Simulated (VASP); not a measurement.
Here is a VASP 6.6.1 calculation.

File INCAR:

```
  PREC = Accurate
  ENCUT = 520
  EDIFF = 1E-7
  ISMEAR = 0
  SIGMA = 0.01
  LREAL = False
  LASPH = True
  NELM = 100
  ALGO = Normal
  ISIF = 2
  LWAVE = False
  LCHARG = False
  GGA = CA
  NBANDS = 11
```

The input KPOINTS:

```
regular mesh
0
Gamma
  8 8 8
```

POSCAR

```
BeS
1.0
    0.0000000000      2.4569115543      2.4569115543
    2.4569115543      0.0000000000      2.4569115543
    2.4569115543      2.4569115543      0.0000000000
Be S
1 1
Direct
    0.0000000000      0.0000000000      0.0000000000
    0.2500000000      0.2500000000      0.2500000000
```

Potentials or basis: VASP PAW LDA potentials, release 64 (Be, S).

Run with:

```sh
$ cat potpaw_LDA.64/Be/POTCAR potpaw_LDA.64/S/POTCAR > POTCAR
$ mpirun -np 1 vasp_std > vasp.out
```

Q: Estimate the pressure.

A: -6.4 GPa.

Q: What does it give for the band gap on the k mesh?

A: 2.98 eV, indirect (least direct gap 5.35 eV).

A k mesh can miss the band edges.
